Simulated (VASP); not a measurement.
# MgO (zincblende type) (F-43m) in VASP: further runs

Runs on MgO (zincblende type). Level: PBE. Tasks: single point.

Program: VASP 6.6.1. These are calculated values, not measurements. Logs are shortened: lines on timing, memory, paths and dates and some standing lists are left out, and cuts for length are marked.

### Step 1. The cell of the first run

The structure is cubic, space group F-43m (No. 216). The conventional cell has a = 4.015 Å, b = 4.015 Å, c = 4.015 Å, α = 90.00°, β = 90.00°, γ = 90.00°. Within 2.3 Å of Mg (site symmetry -43m) lie 4 O at 1.74 Å. O (site symmetry -43m) has 4 Mg at 1.74 Å within 2.3 Å.

### Step 2. Single point, PBE

INCAR reads:

```
SYSTEM = MgO
PREC     = Accurate       ! precision mode
ENCUT    = 520            ! plane-wave cutoff, eV
EDIFF    = 1E-6           ! SCF threshold, eV
ISMEAR   = -1             ! smearing method
SIGMA    = 0.1            ! smearing width, eV
LREAL    = .False.        ! projectors in reciprocal space
LASPH    = .True.         ! aspherical terms in the spheres
NELM     = 60             ! most SCF steps
ALGO     = Normal         ! electronic algorithm
ISIF     = 2              ! what is computed and relaxed
LWAVE    = .False.        ! write WAVECAR
LCHARG   = .False.        ! write CHGCAR
GGA      = PE             ! functional
NBANDS   = 11             ! bands
```

KPOINTS reads:

```
regular mesh
0
Gamma
  17 17 17
  0 0 0
```

POSCAR reads:

```
MgO
1.0
    0.0000000000      2.0072504426      2.0072504426
    2.0072504426      0.0000000000      2.0072504426
    2.0072504426      2.0072504426      0.0000000000
Mg O
1 1
Direct
    0.0000000000      0.0000000000      0.0000000000
    0.2500000000      0.2500000000      0.2500000000
```

Potentials or basis: VASP PAW PBE potentials, release 64 (Mg, O).

Command:

```
> cat potpaw_PBE.64/Mg/POTCAR potpaw_PBE.64/O/POTCAR > POTCAR
> mpirun -np 1 vasp_std > vasp.out
```

OUTCAR:

```text
SYSTEM = MgO
   PREC = Accurate
   ENCUT = 520
   EDIFF = 1E-6
   ISMEAR = -1
   LREAL = .False.
   LASPH = .True.
   NELM = 60
   ISIF = 2
   GGA = PE

 ion  position               nearest neighbor table
   1  0.000  0.000  0.000-   2 1.74   2 1.74   2 1.74   2 1.74
   2  0.250  0.250  0.250-   1 1.74   1 1.74   1 1.74   1 1.74

  LATTYP: Found a face centered cubic cell.
 ALAT       =     4.0145008852

  Lattice vectors:

 A1 = (   0.0000000000,   2.0072504426,   2.0072504426)
 A2 = (   2.0072504426,   0.0000000000,   2.0072504426)
 A3 = (   2.0072504426,   2.0072504426,   0.0000000000)

Analysis of symmetry for initial positions (statically):
=====================================================================
 Subroutine PRICEL returns:
 Original cell was already a primitive cell.

 Routine SETGRP: Setting up the symmetry group for a
 face centered cubic supercell.

 Subroutine GETGRP returns: Found 24 space group operations
 (whereof 24 operations were pure point group operations)
 out of a pool of 48 trial point group operations.

The static configuration has the point symmetry T_d .

Analysis of symmetry for dynamics (positions and initial velocities):
=====================================================================
 Subroutine PRICEL returns:
 Original cell was already a primitive cell.

 Routine SETGRP: Setting up the symmetry group for a
 face centered cubic supercell.

 Subroutine GETGRP returns: Found 24 space group operations
 (whereof 24 operations were pure point group operations)
 out of a pool of 48 trial point group operations.

The dynamic configuration has the point symmetry T_d .

 Subroutine INISYM returns: Found 24 space group operations
 (whereof 24 operations are pure point group operations),
 and found     1 'primitive' translations

----------------------------------------------------------------------------------------

                                     Primitive cell

  volume of cell :      16.1746

  direct lattice vectors                    reciprocal lattice vectors
     0.000000000  2.007250443  2.007250443    -0.249096968  0.249096968  0.249096968
     2.007250443  0.000000000  2.007250443     0.249096968 -0.249096968  0.249096968
     2.007250443  2.007250443  0.000000000     0.249096968  0.249096968 -0.249096968

[... 87 lines left out ...]
   IBRION =     -1    ionic relax: 0-MD 1-quasi-New 2-CG
   NFREE  =      0    steps in history (QN), initial steepest desc. (CG)
   ISIF   =      2    stress and relaxation
   ISYM   =      2    0-nonsym 1-usesym 2-fastsym
   POTIM  = 0.5000    time-step for ionic-motion
   TEBEG  =    0.0;   TEEND  =   0.0 temperature during run
   PSTRESS=    0.0 pullay stress
   NELECT =       8.0000    total number of electrons
   NUPDOWN=      -1.0000    fix difference up-down
   EMIN   =  10.00;   EMAX   =-10.00  energy-range for DOS
   EFERMI =   0.00;   METHOD = LEGACY
   ISMEAR =    -1;   SIGMA  =   0.10  broadening in eV -4-tet -1-fermi 0-gaus
   EFERMI_NEDOS =   21; number of points for ismear=-14 and -15
   IALGO  =     38    algorithm
   IMIX   =      4    mixing-type and parameters
     AMIX     =   0.40;   BMIX     =  1.00
     AMIX_MAG =   1.60;   BMIX_MAG =  1.00
  volume/ion in A,a.u.               =       8.09        54.58
  Fermi-wavevector in a.u.,A,eV,Ry     =   1.294673  2.446576 22.805772  1.676177
  Thomas-Fermi vector in A             =   2.426241
   LORBIT       =      0    0 simple, 1 ext, 2 COOP (PROOUT), +10 PAW based schemes
   GGA     = PE    functional components
   LHFCALC =     F    Hartree Fock is set to
   AEXX    =    0.0000 exact exchange contribution
   IVDW    =     0    specifies the selected vdW correction
   LEPSILON=     F    determine dielectric tensor
   LRPA    =     F    only Hartree local field effects (RPA)
 non-spin polarized calculation
  energy-cutoff  :      520.00
  volume of cell :       16.17
 maximum number of plane-waves:       448
 NGX is ok and might be reduce to    24
   NGX = 11   NGY = 11   NGZ = 11

 number of electron       8.0000000 magnetization

 Free energy of the ion-electron system (eV)
  ---------------------------------------------------
  ext. energy  EPLUGINS =         0.00000000
  ---------------------------------------------------
  free energy    TOTEN  =        -9.65510011 eV

  energy without entropy =       -9.65510011  energy(sigma->0) =       -9.65510011

 E-fermi :   5.5853     XC(G=0): -11.5144

 val. band max:        3.2791980837   @ k =  -0.1176   0.1176   0.0000
 cond. band min:       9.5415986769   @ k =   0.0000   0.0000   0.0000
 fundamental gap:      6.2624005932
 Fermi energy:         5.5853435627

 k-point     1 :       0.0000    0.0000    0.0000
  band No.  band energies     occupation
      1     -14.0070      2.00000
      2       3.2583      2.00000
      3       3.2583      2.00000
      4       3.2583      2.00000
      5       9.5416      0.00000
      6      24.6660      0.00000
      7      24.6660      0.00000
      8      24.6660      0.00000
      9      27.4603      0.00000
     10      27.4603      0.00000
     11      28.6622      0.00000
[... 309 lines left out ...]
 k-point    24 :      -0.1176    0.0588    0.0000
  band No.  band energies     occupation
      1     -13.7508      2.00000
      2       2.1986      2.00000
      3       3.1303      2.00000
      4       3.2689      2.00000
      5      10.7333      0.00000
      6      22.3886      0.00000
      7      23.7224      0.00000
      8      23.8945      0.00000
      9      25.8547      0.00000
     10      27.0438      0.00000
     11      28.5825      0.00000

 [... further k-points ...]

------------------------ aborting loop because EDIFF is reached ----------------------------------------

  FORCE on cell =-STRESS in cart. coord.  units (eV):
  Direction    XX          YY          ZZ          XY          YZ          ZX
  --------------------------------------------------------------------------------------
  -------------------------------------------------------------------------------------
  Total       11.3559880     11.3559880     11.3559880     -0.0000000      0.0000000     -0.0000000
  in kB     1124.8660892   1124.8660892   1124.8660892     -0.0000000      0.0000000     -0.0000000
  external PRESSURE =    1124.8660892 kB  Pullay stress =       0.0000000 kB

 VOLUME and BASIS-vectors are now :
 -----------------------------------------------------------------------------
  energy-cutoff  :      520.00
  volume of cell :       16.17
      direct lattice vectors                 reciprocal lattice vectors
     0.000000000  2.007250443  2.007250443    -0.249096968  0.249096968  0.249096968
     2.007250443  0.000000000  2.007250443     0.249096968 -0.249096968  0.249096968
     2.007250443  2.007250443  0.000000000     0.249096968  0.249096968 -0.249096968

 POSITION                                       TOTAL-FORCE (eV/Angst)
 -----------------------------------------------------------------------------------
      0.00000      0.00000      0.00000        -0.000000     -0.000000     -0.000000
      1.00363      1.00363      1.00363         0.000000      0.000000      0.000000
 -----------------------------------------------------------------------------------
    total drift:                                0.000001      0.000001      0.000001

  FREE ENERGIE OF THE ION-ELECTRON SYSTEM (eV)
  ---------------------------------------------------
  free  energy   TOTEN  =        -9.6551001065 eV

  energy  without entropy=       -9.6551001064  energy(sigma->0) =       -9.65510011
```

stdout:

```text
POSCAR found type information on POSCAR MgO
 POSCAR found :  2 types and       2 ions
 scaLAPACK will be used
 LDA part: xc-table for (Slater+PW92), standard interpolation
 POSCAR, INCAR and KPOINTS ok, starting setup
 FFT: planning ... GRIDC
 FFT: planning ... GRID_SOFT
 FFT: planning ... GRID
 WAVECAR not read
 entering main loop
```

Wall time 41 s (1 thread of AMD EPYC 7R13, shared host); peak memory 0.13 GiB.

Results:

```
Free energy            : -9.6551 eV
Pressure               : 112.5 GPa
Band gap on the k mesh : 6.26 eV, indirect (least direct gap 6.28 eV)
```

A k mesh can miss the band edges. As with any semilocal functional, this PBE gap is likely too small.

### Step 3. Single point, PBE

INCAR reads:

```
SYSTEM = MgO
ALGO     = Normal         ! electronic algorithm
EDIFF    = 1E-6           ! SCF threshold, eV
ENCUT    = 520            ! plane-wave cutoff, eV
GGA      = PE             ! functional
ISIF     = 2              ! what is computed and relaxed
ISMEAR   = -1             ! smearing method
LASPH    = .TRUE.         ! aspherical terms in the spheres
LCHARG   = .TRUE.         ! write CHGCAR
LELF     = .TRUE.         ! ELF
LREAL    = .FALSE.        ! projectors in reciprocal space
LVHAR    = .TRUE.       
LWAVE    = .FALSE.        ! write WAVECAR
NBANDS   = 11             ! bands
NELM     = 100            ! most SCF steps
PREC     = Accurate       ! precision mode
SIGMA    = 0.1            ! smearing width, eV
```

KPOINTS reads:

```
k-points
0
G
  17 17 17
  0 0 0
```

POSCAR reads:

```
MgO
1.0
    0.0000000000      2.0066729113      2.0066729113
    2.0066729113      0.0000000000      2.0066729113
    2.0066729113      2.0066729113      0.0000000000
Mg O
1 1
Direct
    0.0000000000      0.0000000000      0.0000000000
    0.2500000000      0.2500000000      0.2500000000
```

Potentials or basis: VASP PAW PBE potentials, release 64 (Mg, O).

Command:

```
> cat potpaw_PBE.64/Mg/POTCAR potpaw_PBE.64/O/POTCAR > POTCAR
> mpirun -np 1 vasp_std > vasp.out
```

OUTCAR:

```text
SYSTEM = MgO
   EDIFF = 1E-6
   ENCUT = 520
   GGA = PE
   ISIF = 2
   ISMEAR = -1
   LASPH = .TRUE.
   LREAL = .FALSE.
   NELM = 100
   PREC = Accurate

 ion  position               nearest neighbor table
   1  0.000  0.000  0.000-   2 1.74   2 1.74   2 1.74   2 1.74
   2  0.250  0.250  0.250-   1 1.74   1 1.74   1 1.74   1 1.74

  LATTYP: Found a face centered cubic cell.
 ALAT       =     4.0133458226

  Lattice vectors:

 A1 = (   0.0000000000,   2.0066729113,   2.0066729113)
 A2 = (   2.0066729113,   0.0000000000,   2.0066729113)
 A3 = (   2.0066729113,   2.0066729113,   0.0000000000)

Analysis of symmetry for initial positions (statically):
=====================================================================
 Subroutine PRICEL returns:
 Original cell was already a primitive cell.

 Routine SETGRP: Setting up the symmetry group for a
 face centered cubic supercell.

 Subroutine GETGRP returns: Found 24 space group operations
 (whereof 24 operations were pure point group operations)
 out of a pool of 48 trial point group operations.

The static configuration has the point symmetry T_d .

Analysis of symmetry for dynamics (positions and initial velocities):
=====================================================================
 Subroutine PRICEL returns:
 Original cell was already a primitive cell.

 Routine SETGRP: Setting up the symmetry group for a
 face centered cubic supercell.

 Subroutine GETGRP returns: Found 24 space group operations
 (whereof 24 operations were pure point group operations)
 out of a pool of 48 trial point group operations.

The dynamic configuration has the point symmetry T_d .

 Subroutine INISYM returns: Found 24 space group operations
 (whereof 24 operations are pure point group operations),
 and found     1 'primitive' translations

----------------------------------------------------------------------------------------

                                     Primitive cell

  volume of cell :      16.1607

  direct lattice vectors                    reciprocal lattice vectors
     0.000000000  2.006672911  2.006672911    -0.249168660  0.249168660  0.249168660
     2.006672911  0.000000000  2.006672911     0.249168660 -0.249168660  0.249168660
     2.006672911  2.006672911  0.000000000     0.249168660  0.249168660 -0.249168660

  length of vectors
     2.837864046  2.837864046  2.837864046     0.431572778  0.431572778  0.431572778

  position of ions in fractional coordinates (direct lattice)
     0.000000000  0.000000000  0.000000000
     0.250000000  0.250000000  0.250000000

  ion indices of the primitive-cell ions
   primitive index   ion index
                 1           1
                 2           2

----------------------------------------------------------------------------------------

 KPOINTS: k-points

Automatic generation of k-mesh.
 Grid dimensions read from file:
 generate k-points for:   17   17   17

 Generating k-lattice:

  Cartesian coordinates                     Fractional coordinates (reciprocal lattice)
    -0.014656980  0.014656980  0.014656980     0.058823529  0.000000000  0.000000000
     0.014656980 -0.014656980  0.014656980     0.000000000  0.058823529  0.000000000
     0.014656980  0.014656980 -0.014656980     0.000000000  0.000000000  0.058823529

  Length of vectors
     0.025386634  0.025386634  0.025386634

  Shift w.r.t. Gamma in fractional coordinates (k-lattice)
     0.000000000  0.000000000  0.000000000

 Subroutine IBZKPT returns following result:
 ===========================================

 Found    165 irreducible k-points:

 Following reciprocal coordinates:
            Coordinates               Weight
  0.000000  0.000000  0.000000      1.000000
  0.058824  0.000000  0.000000      8.000000
  0.117647  0.000000  0.000000      8.000000
  0.176471  0.000000  0.000000      8.000000
  0.235294  0.000000  0.000000      8.000000
  0.294118  0.000000  0.000000      8.000000
[... 16 lines left out ...]
 -0.176471  0.058824  0.000000     24.000000
 -0.117647  0.058824  0.000000     24.000000
 [... further k-points ...]
   k-points           NKPTS =    165   k-points in BZ     NKDIM =    165   number of bands    NBANDS=     11
   number of dos      NEDOS =    301   number of ions     NIONS =      2
   total plane-waves  NPLWV =  13824
   dimension x,y,z NGX =    24 NGY =   24 NGZ =   24
   dimension x,y,z NGXF=    48 NGYF=   48 NGZF=   48
   ions per type =               1   1
   NGX,Y,Z   is equivalent  to a cutoff of  14.06, 14.06, 14.06 a.u.
   NGXF,Y,Z  is equivalent  to a cutoff of  28.12, 28.12, 28.12 a.u.
 SYSTEM =  MgO
   PREC   = accura    normal or accurate (medium, high low for compatibility)
   ISTART =      0    job   : 0-new  1-cont  2-samecut
   ICHARG =      2    charge: 1-file 2-atom 10-const
   ISPIN  =      1    spin polarized calculation?
   LNONCOLLINEAR =      F non collinear calculations
   LSORBIT =      F    spin-orbit coupling
   LASPH  =      T    aspherical Exc in radial PAW
   ENCUT  =  520.0 eV  38.22 Ry    6.18 a.u.   5.28  5.28  5.28*2*pi/ulx,y,z
   NELM   =    100;   NELMIN=  2; NELMDL= -5     # of ELM steps
   EDIFF  = 0.1E-05   stopping-criterion for ELM
   LREAL  =      F    real-space projection
   EDIFFG = 0.1E-04   stopping-criterion for IOM
   NSW    =      0    number of steps for IOM
   IBRION =     -1    ionic relax: 0-MD 1-quasi-New 2-CG
   NFREE  =      0    steps in history (QN), initial steepest desc. (CG)
   ISIF   =      2    stress and relaxation
   ISYM   =      2    0-nonsym 1-usesym 2-fastsym
   POTIM  = 0.5000    time-step for ionic-motion
   TEBEG  =    0.0;   TEEND  =   0.0 temperature during run
   PSTRESS=    0.0 pullay stress
   NELECT =       8.0000    total number of electrons
   NUPDOWN=      -1.0000    fix difference up-down
   EMIN   =  10.00;   EMAX   =-10.00  energy-range for DOS
   EFERMI =   0.00;   METHOD = LEGACY
   ISMEAR =    -1;   SIGMA  =   0.10  broadening in eV -4-tet -1-fermi 0-gaus
   EFERMI_NEDOS =   21; number of points for ismear=-14 and -15
   IALGO  =     38    algorithm
   IMIX   =      4    mixing-type and parameters
     AMIX     =   0.40;   BMIX     =  1.00
     AMIX_MAG =   1.60;   BMIX_MAG =  1.00
  volume/ion in A,a.u.               =       8.08        54.53
  Fermi-wavevector in a.u.,A,eV,Ry     =   1.295045  2.447280 22.818901  1.677142
  Thomas-Fermi vector in A             =   2.426590
   LORBIT       =      0    0 simple, 1 ext, 2 COOP (PROOUT), +10 PAW based schemes
   GGA     = PE    functional components
   LHFCALC =     F    Hartree Fock is set to
   AEXX    =    0.0000 exact exchange contribution
   IVDW    =     0    specifies the selected vdW correction
   LEPSILON=     F    determine dielectric tensor
   LRPA    =     F    only Hartree local field effects (RPA)
 non-spin polarized calculation
  energy-cutoff  :      520.00
  volume of cell :       16.16
 maximum number of plane-waves:       448
 NGX is ok and might be reduce to    24
   NGX = 11   NGY = 11   NGZ = 11

 number of electron       8.0000000 magnetization

 Free energy of the ion-electron system (eV)
  ---------------------------------------------------
  ext. energy  EPLUGINS =         0.00000000
  ---------------------------------------------------
  free energy    TOTEN  =        -9.64525770 eV

  energy without entropy =       -9.64525770  energy(sigma->0) =       -9.64525770

 E-fermi :   5.5973     XC(G=0): -11.5188

 val. band max:        3.2860495421   @ k =  -0.1176   0.1176   0.0000
 cond. band min:       9.5553876942   @ k =   0.0000   0.0000   0.0000
 fundamental gap:      6.2693381521
 Fermi energy:         5.5972616648

 k-point     1 :       0.0000    0.0000    0.0000
  band No.  band energies     occupation
      1     -14.0039      2.00000
      2       3.2650      2.00000
      3       3.2650      2.00000
      4       3.2650      2.00000
      5       9.5554      0.00000
      6      24.6837      0.00000
      7      24.6837      0.00000
      8      24.6837      0.00000
      9      27.4762      0.00000
     10      27.4762      0.00000
     11      28.6818      0.00000
[... 309 lines left out ...]
 k-point    24 :      -0.1176    0.0588    0.0000
  band No.  band energies     occupation
      1     -13.7473      2.00000
      2       2.2049      2.00000
      3       3.1370      2.00000
      4       3.2757      2.00000
      5      10.7473      0.00000
      6      22.4041      0.00000
      7      23.7366      0.00000
      8      23.9123      0.00000
      9      25.8744      0.00000
     10      27.0623      0.00000
     11      28.6016      0.00000

 [... further k-points ...]

------------------------ aborting loop because EDIFF is reached ----------------------------------------

  FORCE on cell =-STRESS in cart. coord.  units (eV):
  Direction    XX          YY          ZZ          XY          YZ          ZX
  --------------------------------------------------------------------------------------
  -------------------------------------------------------------------------------------
  Total       11.3902379     11.3902379     11.3902379      0.0000000     -0.0000000     -0.0000000
  in kB     1129.2331438   1129.2331438   1129.2331438      0.0000000     -0.0000000     -0.0000000
  external PRESSURE =    1129.2331438 kB  Pullay stress =       0.0000000 kB

 VOLUME and BASIS-vectors are now :
 -----------------------------------------------------------------------------
  energy-cutoff  :      520.00
  volume of cell :       16.16
      direct lattice vectors                 reciprocal lattice vectors
     0.000000000  2.006672911  2.006672911    -0.249168660  0.249168660  0.249168660
     2.006672911  0.000000000  2.006672911     0.249168660 -0.249168660  0.249168660
     2.006672911  2.006672911  0.000000000     0.249168660  0.249168660 -0.249168660

 POSITION                                       TOTAL-FORCE (eV/Angst)
 -----------------------------------------------------------------------------------
      0.00000      0.00000      0.00000         0.000000      0.000000      0.000000
      1.00334      1.00334      1.00334        -0.000000     -0.000000     -0.000000
 -----------------------------------------------------------------------------------
    total drift:                                0.000001      0.000001      0.000001

  FREE ENERGIE OF THE ION-ELECTRON SYSTEM (eV)
  ---------------------------------------------------
  free  energy   TOTEN  =        -9.6452576989 eV

  energy  without entropy=       -9.6452576989  energy(sigma->0) =       -9.64525770
```

It took 44 s on 1 thread of AMD EPYC 7R13, shared host; peak memory 0.13 GiB.

What came out:

* Free energy: -9.6453 eV
* Pressure: 112.9 GPa
* Band gap on the k mesh: 6.27 eV, indirect (least direct gap 6.29 eV)

A k mesh can miss the band edges.
